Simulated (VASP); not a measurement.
Set up this calculation in VASP 6.6.1, as the native input.

```yaml
Task: single point
Functional: PBE
Potentials_or_basis: VASP PAW PBE potentials, release 64 (P, Li_sv, Tm, Rh_pv)
Cutoff: 520 eV
k_mesh: 5 × 5 × 5
Occupations: fermi-dirac, width 0.1 eV
Spin: collinear spin, ferromagnetic start
Starting_moments: "[0.0, 0.0, 0.0, 0.0, 0.0, 0.0, 0.0, 2.0, 2.0, 1.0] μB"
Dipole_correction: no
Further_INCAR_settings: ALGO = Normal; EDIFF = 1e-06; NBANDS = 62
```

The structure of LiTm2P6Rh lies in POSCAR:

```
LiTm2P6Rh
1.0
    0.0000000000      4.4001112900      4.4001112900
    4.4001112900      0.0000000000      4.4001112900
    4.4001112900      4.4001112900      0.0000000000
P Li Tm Rh
6 1 2 1
Direct
    0.7670000000      0.2330000000      0.2330000000
    0.2330000000      0.7670000000      0.2330000000
    0.2330000000      0.7670000000      0.7670000000
    0.7670000000      0.2330000000      0.7670000000
    0.2330000000      0.2330000000      0.7670000000
    0.7670000000      0.7670000000      0.2330000000
    0.5000000000      0.5000000000      0.5000000000
    0.2500000000      0.2500000000      0.2500000000
    0.7500000000      0.7500000000      0.7500000000
    0.0000000000      0.0000000000      0.0000000000
```

These files were run (other wordings do the same):

INCAR

```
PREC = Accurate
ENCUT = 520
EDIFF = 1E-6
ISMEAR = -1
SIGMA = 0.1
LREAL = False
LASPH = True
NELM = 150
ALGO = Normal
ISIF = 2
LWAVE = False
LCHARG = False
ISPIN = 2
MAGMOM = 0 0 0 0 0 0 0 2 2 1
LORBIT = 11
LMAXMIX = 6
GGA = PE
NBANDS = 62
```

KPOINTS

```
regular mesh
0
Gamma
  5 5 5
```

Potentials or basis: VASP PAW PBE potentials, release 64 (P, Li_sv, Tm, Rh_pv).

Launch:

```sh
$ cat potpaw_PBE.64/P/POTCAR potpaw_PBE.64/Li_sv/POTCAR potpaw_PBE.64/Tm/POTCAR potpaw_PBE.64/Rh_pv/POTCAR > POTCAR
$ mpirun -np 1 vasp_std > vasp.out
```

It gave:

```
Largest force                                         : 6.437 eV/Å
Net moment                                            : 2.64 μB per cell
Site moments                                          : P -0.00; Li -0.00; Tm +1.31; Rh +0.00 μB
Valence electrons inside the program's atomic spheres : P 2.51; Li 2.12; Tm 20.93; Rh 15.31
```

Caveat: the magnetic or orbital state may not be the lowest; forces of over 1 eV/Å act on the atoms, so gaps and moduli don't describe the material at rest.

It took 21 min on 1 thread of Intel(R) Xeon(R) Platinum 8488C (Sapphire Rapids), on a shared host, peak memory 0.51 GiB.
